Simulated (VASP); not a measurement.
# SiO2 (I-42d) in VASP: a series of runs

Runs on SiO2. Level: r2SCAN. Tasks: single point.

Everything below comes from runs of VASP 6.6.1. Logs are shortened: lines on timing, memory, paths and dates and some standing lists are left out, and cuts for length are marked.

## Step 1: The cell of the first run

It takes space group I-42d (No. 122, tetragonal). Conventional cell: a = 4.946 Å, b = 4.946 Å, c = 7.313 Å, α = 90.00°, β = 90.00°, γ = 90.00°. Within 2.1 Å of Si (site symmetry -4) lie 4 O at 1.61 Å. Within 2.1 Å of O (site symmetry 2) lie 2 Si at 1.61 Å.

## Step 2: Single point, r2SCAN

POSCAR reads:

```
SiO2
1.0
   -2.4732446449      2.4732446449      3.6563572106
    2.4732446449     -2.4732446449      3.6563572106
    2.4732446449      2.4732446449     -3.6563572106
Si O
2 4
Direct
    0.0000000000      0.0000000000      0.0000000000
    0.7500000000      0.2500000000      0.5000000000
    0.9731664718      0.6250000000      0.8481664718
    0.3750000000      0.2231664718      0.3481664718
    0.7768335282      0.1250000000      0.1518335282
    0.8750000000      0.0268335282      0.6518335282
```

INCAR.step1 reads:

```
  PREC = Accurate
  ENCUT = 520
  ISMEAR = 0
  SIGMA = 0.05
  LREAL = False
  LASPH = True
  NELM = 60
  NBANDS = 25
  GGA = PE
  ALGO = Normal
  EDIFF = 1E-4
  LWAVE = True
  LCHARG = False
```

INCAR.step2 reads:

```
  PREC = Accurate
  ENCUT = 520
  EDIFF = 1E-7
  ISMEAR = 0
  SIGMA = 0.05
  LREAL = False
  LASPH = True
  NELM = 60
  ALGO = Normal
  ISIF = 2
  LWAVE = False
  LCHARG = True
  METAGGA = R2SCAN
  LMIXTAU = True
  LELF = True
  LVHAR = True
  NBANDS = 25
  ISTART = 1
```

KPOINTS reads:

```
Automatic mesh
0
Gamma
  6 6 6
```

Potentials or basis: VASP PAW PBE potentials, release 64 (Si, O).

Command:

```console
$ cat potpaw_PBE.64/Si/POTCAR potpaw_PBE.64/O/POTCAR > POTCAR
$ cp INCAR.step1 INCAR
$ mpirun -np 1 vasp_std > vasp.out
$ cp INCAR.step2 INCAR
$ mpirun -np 1 vasp_std > vasp.out
```

OUTCAR:

```text
PREC = Accurate
   ENCUT = 520
   EDIFF = 1E-7
   ISMEAR = 0
   LREAL = False
   LASPH = True
   NELM = 60
   ISIF = 2
   METAGGA = R2SCAN
   ISTART = 1

 ion  position               nearest neighbor table
   1  0.000  0.000  0.000-   3 1.61   4 1.61   5 1.61   6 1.61   2 3.08   2 3.08   2 3.08   2 3.08

   2  0.750  0.250  0.500-   3 1.61   4 1.61   5 1.61   6 1.61   1 3.08   1 3.08   1 3.08   1 3.08

   3  0.973  0.625  0.848-   1 1.61   2 1.61
   4  0.375  0.223  0.348-   1 1.61   2 1.61
   5  0.777  0.125  0.152-   1 1.61   2 1.61
   6  0.875  0.027  0.652-   1 1.61   2 1.61

  LATTYP: Found a body centered tetragonal cell.
 ALAT       =     4.9464892898
 C/A-ratio  =     1.4783645517

  Lattice vectors:

 A1 = (  -2.4732446449,   2.4732446449,   3.6563572106)
 A2 = (   2.4732446449,  -2.4732446449,   3.6563572106)
 A3 = (   2.4732446449,   2.4732446449,  -3.6563572106)

Analysis of symmetry for initial positions (statically):
=====================================================================
 Subroutine PRICEL returns:
 Original cell was already a primitive cell.

 Routine SETGRP: Setting up the symmetry group for a
 body centered tetragonal supercell.

 Subroutine GETGRP returns: Found  8 space group operations
 (whereof  4 operations were pure point group operations)
 out of a pool of 16 trial point group operations.

The static configuration has the point symmetry S_4 .
 The point group associated with its full space group is D_2d.

Analysis of symmetry for dynamics (positions and initial velocities):
=====================================================================
 Subroutine PRICEL returns:
 Original cell was already a primitive cell.

 Routine SETGRP: Setting up the symmetry group for a
 body centered tetragonal supercell.

 Subroutine GETGRP returns: Found  8 space group operations
 (whereof  4 operations were pure point group operations)
 out of a pool of 16 trial point group operations.

The dynamic configuration has the point symmetry S_4 .
 The point group associated with its full space group is D_2d.

 Subroutine INISYM returns: Found  8 space group operations
 (whereof  4 operations are pure point group operations),
 and found     1 'primitive' translations

----------------------------------------------------------------------------------------

                                     Primitive cell

  volume of cell :      89.4629

  direct lattice vectors                    reciprocal lattice vectors
    -2.473244645  2.473244645  3.656357211     0.000000000  0.202163583  0.136748127
     2.473244645 -2.473244645  3.656357211     0.202163583  0.000000000  0.136748127
     2.473244645  2.473244645 -3.656357211     0.202163583  0.202163583  0.000000000

  length of vectors
     5.059923537  5.059923537  5.059923537     0.244070000  0.244070000  0.285902481

  position of ions in fractional coordinates (direct lattice)
     0.000000000  0.000000000  0.000000000
     0.750000000  0.250000000  0.500000000
     0.973166472  0.625000000  0.848166472
     0.375000000  0.223166472  0.348166472
     0.776833528  0.125000000  0.151833528
     0.875000000  0.026833528  0.651833528

  ion indices of the primitive-cell ions
   primitive index   ion index
                 1           1
                 2           2
                 3           3
                 4           4
                 5           5
                 6           6

----------------------------------------------------------------------------------------

 KPOINTS: Automatic mesh

Automatic generation of k-mesh.
 Grid dimensions read from file:
 generate k-points for:    6    6    6

 Generating k-lattice:

  Cartesian coordinates                     Fractional coordinates (reciprocal lattice)
     0.000000000  0.033693931  0.022791354     0.166666667  0.000000000  0.000000000
     0.033693931  0.000000000  0.022791354     0.000000000  0.166666667  0.000000000
     0.033693931  0.033693931  0.000000000     0.000000000  0.000000000  0.166666667

  Length of vectors
     0.040678333  0.040678333  0.047650414

  Shift w.r.t. Gamma in fractional coordinates (k-lattice)
     0.000000000  0.000000000  0.000000000

 Subroutine IBZKPT returns following result:
 ===========================================

 Found     30 irreducible k-points:

 Following reciprocal coordinates:
            Coordinates               Weight
  0.000000  0.000000  0.000000      1.000000
  0.166667 -0.000000  0.000000      8.000000
  0.333333  0.000000  0.000000      8.000000
  0.500000 -0.000000  0.000000      4.000000
  0.166667  0.166667  0.000000      8.000000
  0.333333  0.166667  0.000000     16.000000
[... 16 lines left out ...]
 -0.333333 -0.333333  0.166667      8.000000
 -0.166667 -0.333333  0.166667      8.000000
 [... further k-points ...]
   k-points           NKPTS =     30   k-points in BZ     NKDIM =     30   number of bands    NBANDS=     25
   number of dos      NEDOS =    301   number of ions     NIONS =      6
   total plane-waves  NPLWV =  64000
   dimension x,y,z NGX =    40 NGY =   40 NGZ =   40
   dimension x,y,z NGXF=    80 NGYF=   80 NGZF=   80
   ions per type =               2   4
   NGX,Y,Z   is equivalent  to a cutoff of  13.14, 13.14, 13.14 a.u.
   NGXF,Y,Z  is equivalent  to a cutoff of  26.28, 26.28, 26.28 a.u.
 SYSTEM =  unknown system
   PREC   = accura    normal or accurate (medium, high low for compatibility)
   ISTART =      1    job   : 0-new  1-cont  2-samecut
   ICHARG =      0    charge: 1-file 2-atom 10-const
   ISPIN  =      1    spin polarized calculation?
   LNONCOLLINEAR =      F non collinear calculations
   LSORBIT =      F    spin-orbit coupling
   LASPH  =      T    aspherical Exc in radial PAW
   ENCUT  =  520.0 eV  38.22 Ry    6.18 a.u.   9.41  9.41  9.41*2*pi/ulx,y,z
   NELM   =     60;   NELMIN=  2; NELMDL=  0     # of ELM steps
   EDIFF  = 0.1E-06   stopping-criterion for ELM
   LREAL  =      F    real-space projection
   EDIFFG = 0.1E-05   stopping-criterion for IOM
   NSW    =      0    number of steps for IOM
   IBRION =     -1    ionic relax: 0-MD 1-quasi-New 2-CG
   NFREE  =      0    steps in history (QN), initial steepest desc. (CG)
   ISIF   =      2    stress and relaxation
   ISYM   =      2    0-nonsym 1-usesym 2-fastsym
   POTIM  = 0.5000    time-step for ionic-motion
   TEBEG  =    0.0;   TEEND  =   0.0 temperature during run
   PSTRESS=    0.0 pullay stress
   NELECT =      32.0000    total number of electrons
   NUPDOWN=      -1.0000    fix difference up-down
   EMIN   =  10.00;   EMAX   =-10.00  energy-range for DOS
   EFERMI =   0.00;   METHOD = LEGACY
   ISMEAR =     0;   SIGMA  =   0.05  broadening in eV -4-tet -1-fermi 0-gaus
   EFERMI_NEDOS =   21; number of points for ismear=-14 and -15
   IALGO  =     38    algorithm
   IMIX   =      4    mixing-type and parameters
     AMIX     =   0.40;   BMIX     =  1.00
     AMIX_MAG =   1.60;   BMIX_MAG =  1.00
  volume/ion in A,a.u.               =      14.91       100.62
  Fermi-wavevector in a.u.,A,eV,Ry     =   1.162101  2.196053 18.374381  1.350479
  Thomas-Fermi vector in A             =   2.298666
   LORBIT       =      0    0 simple, 1 ext, 2 COOP (PROOUT), +10 PAW based schemes
   METAGGA = R2SCAN    functional components
   LHFCALC =     F    Hartree Fock is set to
   AEXX    =    0.0000 exact exchange contribution
   IVDW    =     0    specifies the selected vdW correction
   LEPSILON=     F    determine dielectric tensor
   LRPA    =     F    only Hartree local field effects (RPA)
 non-spin polarized calculation
 Gauss-broadening in eV      SIGMA  =   0.05
  energy-cutoff  :      520.00
  volume of cell :       89.46
 maximum number of plane-waves:      2429
 NGX is ok and might be reduce to    40
   NGX = 19   NGY = 19   NGZ = 19

 number of electron      32.0000004 magnetization

 Free energy of the ion-electron system (eV)
  ---------------------------------------------------
  ext. energy  EPLUGINS =         0.00000000
  ---------------------------------------------------
  free energy    TOTEN  =       -59.58835792 eV

  energy without entropy =      -59.58835792  energy(sigma->0) =      -59.58835792

 E-fermi :  -0.5720     XC(G=0):  -8.6120

 val. band max:       -0.8625982414   @ k =   0.0000   0.0000   0.0000
 cond. band min:       5.6925832727   @ k =   0.0000   0.0000   0.0000
 fundamental gap:      6.5551815141
 Fermi energy:        -0.5720391698

 k-point     1 :       0.0000    0.0000    0.0000
  band No.  band energies     occupation
      1     -21.0622      2.00000
      2     -19.0145      2.00000
      3     -19.0145      2.00000
      4     -18.9561      2.00000
      5     -10.1551      2.00000
      6      -6.4664      2.00000
[... 17 lines left out ...]
     24      12.9584      0.00000
     25      13.4793      0.00000

 k-point     2 :       0.1667   -0.0000    0.0000
  band No.  band energies     occupation
      1     -20.9790      2.00000
      2     -19.1351      2.00000
      3     -19.0191      2.00000
      4     -18.9761      2.00000
      5      -9.9451      2.00000
      6      -6.5336      2.00000
[... 17 lines left out ...]
     24      13.0409      0.00000
     25      13.5714      0.00000

 k-point     3 :       0.3333    0.0000    0.0000
  band No.  band energies     occupation
      1     -20.7688      2.00000
      2     -19.4444      2.00000
      3     -19.0269      2.00000
      4     -18.9892      2.00000
      5      -9.4640      2.00000
      6      -6.7756      2.00000
[... 552 lines left out ...]
 k-point    23 :      -0.3333   -0.3333    0.1667
  band No.  band energies     occupation
      1     -20.5635      2.00000
      2     -19.6865      2.00000
      3     -19.0402      2.00000
      4     -19.0243      2.00000
      5      -8.9529      2.00000
      6      -7.1815      2.00000
[... 17 lines left out ...]
     24      13.4815      0.00000
     25      13.9947      0.00000

 k-point    24 :      -0.1667   -0.3333    0.1667
  band No.  band energies     occupation
      1     -20.7706      2.00000
      2     -19.4167      2.00000
      3     -19.0303      2.00000
      4     -19.0180      2.00000
      5      -9.4203      2.00000
      6      -6.7574      2.00000
[... 17 lines left out ...]
     24      13.2681      0.00000
     25      13.8110      0.00000

 [... further k-points ...]

------------------------ aborting loop because EDIFF is reached ----------------------------------------

  FORCE on cell =-STRESS in cart. coord.  units (eV):
  Direction    XX          YY          ZZ          XY          YZ          ZX
  --------------------------------------------------------------------------------------
  -------------------------------------------------------------------------------------
  Total        0.0870745      0.0870745      0.1157683      0.0000000     -0.0000000      0.0000000
  in kB        1.5594046      1.5594046      2.0732775      0.0000000     -0.0000000      0.0000000
  external PRESSURE =       1.7306956 kB  Pullay stress =       0.0000000 kB

 VOLUME and BASIS-vectors are now :
 -----------------------------------------------------------------------------
  energy-cutoff  :      520.00
  volume of cell :       89.46
      direct lattice vectors                 reciprocal lattice vectors
    -2.473244645  2.473244645  3.656357211     0.000000000  0.202163583  0.136748127
     2.473244645 -2.473244645  3.656357211     0.202163583  0.000000000  0.136748127
     2.473244645  2.473244645 -3.656357211     0.202163583  0.202163583  0.000000000

 POSITION                                       TOTAL-FORCE (eV/Angst)
 -----------------------------------------------------------------------------------
      0.00000      0.00000      0.00000        -0.000000      0.000000     -0.000000
     -0.00000      2.47324      1.82818        -0.000000      0.000000      0.000000
      1.23662      2.95882      2.74227        -0.000000      0.000691      0.000000
      0.48558      1.23662      0.91409         0.000691      0.000000      0.000000
     -1.23662      1.98767      2.74227        -0.000000     -0.000691      0.000000
     -0.48558      3.70987      0.91409        -0.000691      0.000000      0.000000
 -----------------------------------------------------------------------------------
    total drift:                                0.000012      0.000012     -0.000001

  FREE ENERGIE OF THE ION-ELECTRON SYSTEM (eV)
  ---------------------------------------------------
  free  energy   TOTEN  =       -59.5883579196 eV

  energy  without entropy=      -59.5883579196  energy(sigma->0) =      -59.58835792
```

It took 2.2 min on 1 thread of Intel Xeon 6975P-C (Granite Rapids), shared host; peak memory 0.26 GiB.

What came out:

```
Free energy            : -59.5884 eV
Pressure               : 0.2 GPa
Band gap on the k mesh : 6.56 eV, direct
```

Caveat: the PAW data sets were made with another functional, which shifts forces and pressure a little. A k mesh can miss the band edges.

## Step 3: Single point, r2SCAN (volume scaled by 1.06, then relaxed in part)

POSCAR reads:

```
SiO2
1.0
   -2.5384121202      2.5384121202      3.6792927639
    2.5384121202     -2.5384121202      3.6792927639
    2.5384121202      2.5384121202     -3.6792927639
Si O
2 4
Direct
    0.0000000000      0.0000000000      0.0000000000
    0.7500000000      0.2500000000      0.5000000000
    0.9497585729      0.6250000000      0.8247585729
    0.3750000000      0.1997585729      0.3247585729
    0.8002414271      0.1250000000      0.1752414271
    0.8750000000      0.0502414271      0.6752414271
```

INCAR.step1 reads:

```
SYSTEM = SiO2
ALGO = Normal
EDIFF = 1E-4
ENCUT = 520
GGA = PE
ISMEAR = 0
LASPH = .TRUE.
LCHARG = .FALSE.
LREAL = .FALSE.
LWAVE = .TRUE.
NBANDS = 25
NELM = 80
PREC = Accurate
SIGMA = 0.02
```

INCAR.step2 reads:

```
SYSTEM = SiO2
ALGO = Normal
EDIFF = 1E-6
ENCUT = 520
ISIF = 2
ISMEAR = 0
ISTART = 1
LASPH = .TRUE.
LCHARG = .FALSE.
LMIXTAU = .TRUE.
LREAL = .FALSE.
LWAVE = .FALSE.
METAGGA = R2SCAN
NBANDS = 25
NELM = 80
PREC = Accurate
SIGMA = 0.02
```

KPOINTS reads:

```
k-points
0
G
  8 8 8
  0 0 0
```

Potentials or basis: VASP PAW PBE potentials, release 64 (Si, O).

Command:

```console
$ cat potpaw_PBE.64/Si/POTCAR potpaw_PBE.64/O/POTCAR > POTCAR
$ cp INCAR.step1 INCAR
$ mpirun -np 1 vasp_std > vasp.out
$ cp INCAR.step2 INCAR
$ mpirun -np 1 vasp_std > vasp.out
```

Wall time 5.3 min (1 thread of Intel Xeon 6975P-C (Granite Rapids), shared host); peak memory 0.3 GiB.

Results (log left out):

```yaml
Free_energy: -59.5788 eV
Pressure: -1.1 GPa
Band_gap_on_the_k_mesh: 6.33 eV, direct
```

Levels at points of the mesh, in eV from the valence-band top:
```tsv
k point	band 14	band 15	band 16	band 17	band 18	band 19
(0.00, 0.00, 0.00)	-0.46	0.00	0.00	6.33	9.68	10.88
(0.50, 0.00, 0.00)	-0.88	-0.68	-0.09	8.78	9.19	10.06
(0.50, 0.50, 0.00)	-1.16	-0.45	-0.45	9.46	9.46	11.20
(0.50, 0.50, 0.50)	-1.48	-0.46	-0.46	9.34	9.34	11.44
```

Caveat: the PAW data sets were made with another functional, which shifts forces and pressure a little. A k mesh can miss the band edges.

## Step 4: Single point, r2SCAN

POSCAR reads:

```
SiO2
1.0
   -2.4732446225      2.4732446225      3.6563571980
    2.4732446225     -2.4732446225      3.6563571980
    2.4732446225      2.4732446225     -3.6563571980
Si O
2 4
Direct
    0.0000000000      0.0000000000      0.0000000000
    0.7500000000      0.2500000000      0.5000000000
    0.9731664815      0.6250000000      0.8481664815
    0.3750000000      0.2231664815      0.3481664815
    0.7768335185      0.1250000000      0.1518335185
    0.8750000000      0.0268335185      0.6518335185
```

INCAR.step1 reads:

```
PREC = Accurate
ENCUT = 520
ISMEAR = 0
SIGMA = 0.02
LREAL = F
LASPH = T
NELM = 80
NBANDS = 25
GGA = PE
ALGO = Normal
EDIFF = 1E-4
LWAVE = T
LCHARG = F
```

INCAR.step2 reads:

```
PREC = Accurate
ENCUT = 520
EDIFF = 1E-6
ISMEAR = 0
SIGMA = 0.02
LREAL = F
LASPH = T
NELM = 80
ALGO = Normal
ISIF = 2
LWAVE = F
LCHARG = F
METAGGA = R2SCAN
LMIXTAU = T
NBANDS = 25
ISTART = 1
```

KPOINTS reads:

```
Automatic mesh
0
Gamma
  8 8 8
```

Command:

```console
$ cat potpaw_PBE.64/Si/POTCAR potpaw_PBE.64/O/POTCAR > POTCAR
$ cp INCAR.step1 INCAR
$ mpirun -np 1 vasp_std > vasp.out
$ cp INCAR.step2 INCAR
$ mpirun -np 1 vasp_std > vasp.out
```

It took 15 min on 1 thread of AMD EPYC 7R13, shared host; peak memory 0.27 GiB.

The run converged. Its results:

* Free energy: -59.5883 eV
* Pressure: 0.2 GPa
* Band gap on the k mesh: 6.55 eV, direct

Levels at points of the mesh, in eV from the valence-band top:
| k point | band 14 | band 15 | band 16 | band 17 | band 18 | band 19 |
| --- | --- | --- | --- | --- | --- | --- |
| (0.00, 0.00, 0.00) | -0.71 | 0.00 | 0.00 | 6.55 | 9.70 | 11.72 |
| (0.50, 0.00, 0.00) | -0.80 | -0.49 | -0.14 | 9.07 | 9.59 | 10.51 |
| (0.50, 0.50, 0.00) | -0.99 | -0.34 | -0.34 | 9.87 | 9.87 | 11.22 |
| (0.50, 0.50, 0.50) | -1.50 | -0.32 | -0.32 | 9.63 | 9.63 | 11.11 |

Caveat: the PAW data sets were made with another functional, which shifts forces and pressure a little. A k mesh can miss the band edges.

(Part 1 of 2 ends here.)
